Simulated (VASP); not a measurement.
ZrN, 12 atoms in the cell. The cell holds a slab with vacuum, 12 atoms: a = 5.558 Å, b = 6.382 Å, c = 16.230 Å, α = 90.00°, β = 90.00°, γ = 115.81°. 

```yaml
Program: VASP 6.6.1
Task: single point
Functional: PBE
Potentials_or_basis: VASP PAW PBE potentials, release 64 (Zr_sv, N)
Cutoff: 520 eV
k_mesh: 2 × 2 × 1
Occupations: fermi-dirac, width 0.05 eV
Spin: no spin polarisation
Dipole_correction: no
Further_INCAR_settings: ALGO = Normal; EDIFF = 1e-06; NBANDS = 63
```

Potentials or basis: VASP PAW PBE potentials, release 64 (Zr_sv, N).

Run with:

```console
$ cat potpaw_PBE.64/Zr_sv/POTCAR potpaw_PBE.64/N/POTCAR > POTCAR
$ mpirun -np 1 vasp_std > vasp.out
```

Hardware: 1 thread of Intel(R) Xeon(R) Platinum 8488C (Sapphire Rapids), on a shared host.

**Question.** How long does it take, and how much memory?

**Answer.** It took 5.2 min on 1 thread of Intel(R) Xeon(R) Platinum 8488C (Sapphire Rapids), with other jobs on the host, peak memory 0.55 GiB. Counts: scf iterations 26, k points 4.
